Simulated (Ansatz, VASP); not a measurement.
# C: VASP beside Ansatz

```
C
1.0
    -1.25580   -2.17511    0.00000
     0.00000    0.00000   -4.18041
     3.76740   -2.17511    0.00000
C
8
Direct
  0.00000 0.93728 0.33333
  0.50000 0.93728 0.83333
  0.00000 0.43728 0.66667
  0.50000 0.43728 0.16667
  0.00000 0.56272 0.33333
  0.50000 0.56272 0.83333
  0.00000 0.06272 0.66667
  0.50000 0.06272 0.16667
```

Alike in both runs: task relaxation of cell and atoms; functional PBE; k mesh 12 × 8 × 8; occupations gaussian, width 0.01 eV; no spin polarisation.

```csv
,VASP,Ansatz
version,VASP 6.6.1,Ansatz 0.2.0
potentials or method,"VASP PAW PBE potentials, release 64 (C), cutoff 600 eV","scalar-relativistic, plane waves, PAW"
valence electrons in the cell,32,32
```

Ansatz gave:

- gap on the k mesh at the Fermi level, each at its own relaxed structure (eV): 3.36
- relaxed volume (Å³/atom): 5.71
- relaxed cell length with the largest relative difference (Å): 2.512

What did VASP give for the same quantities?

gap on the k mesh at the Fermi level, each at its own relaxed structure (eV): 3.35; relaxed volume (Å³/atom): 5.71; relaxed cell length with the largest relative difference (Å): 2.512.

Noted on VASP's run: the relaxation stopped at its first step, so nothing moved.
